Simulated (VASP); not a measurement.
# Pb (R-3m) in VASP: a series of runs, part 2 of 2

VASP 6.6.1. Earlier steps stand in the parts before.

## Step 3: Electric field gradients, LDA (equal xy, yz and zx shear strains of -2 %)

INCAR

```
SYSTEM = Pb
ALGO = Normal
EDIFF = 1E-8
ENCUT = 520
ISIF = 2
ISMEAR = -1
LASPH = .True.
LCHARG = .False.
LEFG = .True.
LREAL = .False.
LWAVE = .False.
NBANDS = 21
NELM = 80
PREC = Accurate
SIGMA = 0.05
```

KPOINTS

```
k-points
0
Gamma
  8 8 8
  0 0 0
```

POSCAR

```
Pb
1.0
   -0.0687800011      3.4046100549      3.4046100549
    3.4046100549     -0.0687800011      3.4046100549
    3.4046100549      3.4046100549     -0.0687800011
Pb
2
Direct
    0.0000000000      0.0000000000      0.0000000000
    0.2500000000      0.2500000000      0.2500000000
```

Potentials or basis: VASP PAW LDA potentials, release 64 (Pb_d).

Run with:

```console
$ cat potpaw_LDA.64/Pb_d/POTCAR > POTCAR
$ mpirun -np 1 vasp_std > vasp.out
```

OUTCAR:

```text
SYSTEM = Pb
   EDIFF = 1E-8
   ENCUT = 520
   ISIF = 2
   ISMEAR = -1
   LASPH = .True.
   LREAL = .False.
   NELM = 80
   PREC = Accurate

 ion  position               nearest neighbor table
   1  0.000  0.000  0.000-   2 2.92   2 3.00   2 3.00   2 3.00
   2  0.250  0.250  0.250-   1 2.92   1 3.00   1 3.00   1 3.00

  LATTYP: Found a trigonal (rhomboedric) cell.
 ALAT       =     4.8153369498
 COS(alpha) =     0.4797000918

  Lattice vectors:

 A1 = (  -0.0687800011,   3.4046100549,   3.4046100549)
 A2 = (   3.4046100549,  -0.0687800011,   3.4046100549)
 A3 = (   3.4046100549,   3.4046100549,  -0.0687800011)

Analysis of symmetry for initial positions (statically):
=====================================================================
 Subroutine PRICEL returns:
 Original cell was already a primitive cell.

 Routine SETGRP: Setting up the symmetry group for a
 trigonal (rhombohedral) supercell.

 Subroutine GETGRP returns: Found 12 space group operations
 (whereof  6 operations were pure point group operations)
 out of a pool of 12 trial point group operations.

The static configuration has the point symmetry C_3v.
 The point group associated with its full space group is D_3d.

Analysis of symmetry for dynamics (positions and initial velocities):
=====================================================================
 Subroutine PRICEL returns:
 Original cell was already a primitive cell.

 Routine SETGRP: Setting up the symmetry group for a
 trigonal (rhombohedral) supercell.

 Subroutine GETGRP returns: Found 12 space group operations
 (whereof  6 operations were pure point group operations)
 out of a pool of 12 trial point group operations.

The dynamic configuration has the point symmetry C_3v.
 The point group associated with its full space group is D_3d.

 Subroutine INISYM returns: Found 12 space group operations
 (whereof  6 operations are pure point group operations),
 and found     1 'primitive' translations

----------------------------------------------------------------------------------------

                                     Primitive cell

  volume of cell :      81.3196

  direct lattice vectors                    reciprocal lattice vectors
    -0.068780001  3.404610055  3.404610055    -0.142482690  0.145420478  0.145420478
     3.404610055 -0.068780001  3.404610055     0.145420478 -0.142482690  0.145420478
     3.404610055  3.404610055 -0.068780001     0.145420478  0.145420478 -0.142482690

  length of vectors
     4.815336950  4.815336950  4.815336950     0.250191022  0.250191022  0.250191022

  position of ions in fractional coordinates (direct lattice)
     0.000000000  0.000000000  0.000000000
     0.250000000  0.250000000  0.250000000

  ion indices of the primitive-cell ions
   primitive index   ion index
                 1           1
                 2           2

----------------------------------------------------------------------------------------

[... 68 lines left out ...]
   NELM   =     80;   NELMIN=  2; NELMDL= -5     # of ELM steps
   EDIFF  = 0.1E-07   stopping-criterion for ELM
   LREAL  =      F    real-space projection
   EDIFFG = 0.1E-06   stopping-criterion for IOM
   NSW    =      0    number of steps for IOM
   IBRION =     -1    ionic relax: 0-MD 1-quasi-New 2-CG
   NFREE  =      0    steps in history (QN), initial steepest desc. (CG)
   ISIF   =      2    stress and relaxation
   ISYM   =      2    0-nonsym 1-usesym 2-fastsym
   POTIM  = 0.5000    time-step for ionic-motion
   TEBEG  =    0.0;   TEEND  =   0.0 temperature during run
   PSTRESS=    0.0 pullay stress
   NELECT =      28.0000    total number of electrons
   NUPDOWN=      -1.0000    fix difference up-down
   EMIN   =  10.00;   EMAX   =-10.00  energy-range for DOS
   EFERMI =   0.00;   METHOD = LEGACY
   ISMEAR =    -1;   SIGMA  =   0.05  broadening in eV -4-tet -1-fermi 0-gaus
   EFERMI_NEDOS =   21; number of points for ismear=-14 and -15
   IALGO  =     38    algorithm
   IMIX   =      4    mixing-type and parameters
     AMIX     =   0.40;   BMIX     =  1.00
     AMIX_MAG =   1.60;   BMIX_MAG =  1.00
  volume/ion in A,a.u.               =      40.66       274.39
  Fermi-wavevector in a.u.,A,eV,Ry     =   1.147438  2.168343 17.913606  1.316613
  Thomas-Fermi vector in A             =   2.284117
   LORBIT       =      0    0 simple, 1 ext, 2 COOP (PROOUT), +10 PAW based schemes
   GGA     = CA    functional components
   LHFCALC =     F    Hartree Fock is set to
   AEXX    =    0.0000 exact exchange contribution
   IVDW    =     0    specifies the selected vdW correction
   LEPSILON=     F    determine dielectric tensor
   LRPA    =     F    only Hartree local field effects (RPA)
 non-spin polarized calculation
  energy-cutoff  :      520.00
  volume of cell :       81.32
 maximum number of plane-waves:      2206
   NGX = 17   NGY = 17   NGZ = 17

 number of electron      27.9999997 magnetization

 Free energy of the ion-electron system (eV)
  ---------------------------------------------------
  ext. energy  EPLUGINS =         0.00000000
  ---------------------------------------------------
  free energy    TOTEN  =        -7.87952141 eV

  energy without entropy =       -7.87532944  energy(sigma->0) =       -7.87742542

 E-fermi :   4.0946     XC(G=0):  -8.7642

 val. band max:        3.8294001716   @ k =   0.1250   0.1250  -0.0000
 cond. band min:       4.1068881117   @ k =   0.1250   0.0000   0.0000
 fundamental gap:      0.2774879401
 Fermi energy:         4.0945630840

 k-point     1 :       0.0000    0.0000    0.0000
  band No.  band energies     occupation
      1     -13.1567      2.00000
      2     -13.0788      2.00000
      3     -13.0788      2.00000
      4     -13.0252      2.00000
      5     -13.0252      2.00000
      6     -12.6099      2.00000
[... 565 lines left out ...]
     20      10.6391      0.00000
     21      11.9561      0.00000

 [... further k-points ...]
[... 5 lines left out ...]
  --------------------------------------------------------------------------------------
  -------------------------------------------------------------------------------------
  Total       -0.3318000     -0.3318000     -0.3318000      0.3663812      0.3663812      0.3663812
  in kB       -6.5371983     -6.5371983     -6.5371983      7.2185240      7.2185240      7.2185240
  external PRESSURE =      -6.5371983 kB  Pullay stress =       0.0000000 kB

 VOLUME and BASIS-vectors are now :
 -----------------------------------------------------------------------------
  energy-cutoff  :      520.00
  volume of cell :       81.32
      direct lattice vectors                 reciprocal lattice vectors
    -0.068780001  3.404610055  3.404610055    -0.142482690  0.145420478  0.145420478
     3.404610055 -0.068780001  3.404610055     0.145420478 -0.142482690  0.145420478
     3.404610055  3.404610055 -0.068780001     0.145420478  0.145420478 -0.142482690

 POSITION                                       TOTAL-FORCE (eV/Angst)
 -----------------------------------------------------------------------------------
      0.00000      0.00000      0.00000        -0.140179     -0.140179     -0.140179
      1.68511      1.68511      1.68511         0.140179      0.140179      0.140179
 -----------------------------------------------------------------------------------
    total drift:                                0.000000      0.000000      0.000000

  FREE ENERGIE OF THE ION-ELECTRON SYSTEM (eV)
  ---------------------------------------------------
  free  energy   TOTEN  =        -7.8795214111 eV

  energy  without entropy=       -7.8753294362  energy(sigma->0) =       -7.87742542

 Electric field gradients (V/A^2)
---------------------------------------------------------------------
 ion       V_xx      V_yy      V_zz      V_xy      V_xz      V_yz
---------------------------------------------------------------------
   1      -0.000    -0.000     0.000   -27.703   -27.703   -27.703
   2      -0.000    -0.000     0.000   -27.703   -27.703   -27.703
---------------------------------------------------------------------

 Electric field gradients after diagonalization (V/A^2)
 (convention: |V_zz| > |V_xx| > |V_yy|)
----------------------------------------------------------------------
 ion       V_xx      V_yy      V_zz     asymmetry (V_yy - V_xx)/ V_zz
----------------------------------------------------------------------
   1      27.703    27.703   -55.406       0.000
   2      27.703    27.703   -55.406       0.000
----------------------------------------------------------------------

           NMR quadrupolar parameters

 Cq : quadrupolar parameter    Cq=e*Q*V_zz/h
 eta: asymmetry parameters     (V_yy - V_xx)/ V_zz
 Q  : nuclear electric quadrupole moment in mb (millibarn)
----------------------------------------------------------------------
 ion       Cq(MHz)       eta       Q (mb)
----------------------------------------------------------------------
   1      -0.134       0.000       1.000
   2      -0.134       0.000       1.000
----------------------------------------------------------------------
```

OSZICAR:

```text
N       E                     dE             d eps       ncg     rms          rms(c)
DAV:   1     0.292355017121E+03    0.29236E+03   -0.13809E+04  2730   0.145E+03
DAV:   2     0.138214760156E+02   -0.27853E+03   -0.27265E+03  2750   0.391E+02
DAV:   3    -0.713929148353E+01   -0.20961E+02   -0.20808E+02  3303   0.136E+02
DAV:   4    -0.790316213044E+01   -0.76387E+00   -0.76364E+00  3196   0.311E+01
DAV:   5    -0.794783930529E+01   -0.44677E-01   -0.44677E-01  4197   0.660E+00    0.154E+00
DAV:   6    -0.790106703597E+01    0.46772E-01   -0.37556E-02  3837   0.259E+00    0.851E-01
DAV:   7    -0.787958341237E+01    0.21484E-01   -0.32694E-02  3600   0.211E+00    0.147E-01
DAV:   8    -0.787946852280E+01    0.11489E-03   -0.40182E-03  3572   0.737E-01    0.378E-02
DAV:   9    -0.787952256058E+01   -0.54038E-04   -0.16881E-04  3502   0.160E-01    0.131E-02
DAV:  10    -0.787952117418E+01    0.13864E-05   -0.16765E-05  3908   0.556E-02    0.332E-03
DAV:  11    -0.787952140072E+01   -0.22654E-06   -0.12801E-06  3509   0.806E-03    0.781E-04
DAV:  12    -0.787952141349E+01   -0.12766E-07   -0.11630E-07  3285   0.282E-03    0.424E-04
DAV:  13    -0.787952141113E+01    0.23533E-08   -0.19872E-08  2518   0.165E-03
   1 F= -.78795214E+01 E0= -.78774254E+01  d E =-.419197E-02
```

stdout:

```text
POSCAR found type information on POSCAR Pb
 POSCAR found :  1 types and       2 ions
 scaLAPACK will be used
 LDA part: xc-table for (Slater(with rela. corr.)+CA(PZ))
 , standard interpolation
 POSCAR, INCAR and KPOINTS ok, starting setup
 FFT: planning ... GRIDC
 FFT: planning ... GRID_SOFT
 FFT: planning ... GRID
 WAVECAR not read
 entering main loop
ion   1

ion   2
```

Run time: 30 s. Hardware: 1 thread of Intel Xeon 6975P-C (Granite Rapids), shared host; peak memory 0.22 GiB.

What came out:

* Free energy: -7.8795 eV
* Pressure: -0.7 GPa
* Largest force: 0.243 eV/Å
* Band gap on the k mesh: zero (band 14 reaches 4.45 eV, above the bottom of band 15 at 3.19 eV)

Forces in eV/Å, atoms in the order of the input:
```
Pb  -0.140 -0.140 -0.140
Pb   0.140  0.140  0.140
```

Stress tensor (GPa, compression positive):
```
-0.65  0.72  0.72
 0.72 -0.65  0.72
 0.72  0.72 -0.65
```

Electric field gradients, principal values (V/Å²):
```csv
atom,least,middle,greatest (by size)
1 Pb,27.703,27.703,-55.406
2 Pb,27.703,27.703,-55.406
```

Caveat: the cell differs from its parent crystal (equal xy, yz and zx shear strains of -2 %); without QUAD_EFG the Cq values of the log hold for a quadrupole moment of 1 mb, not for the nuclei; spin-orbit coupling is left out, which moves the levels of the heavy elements.
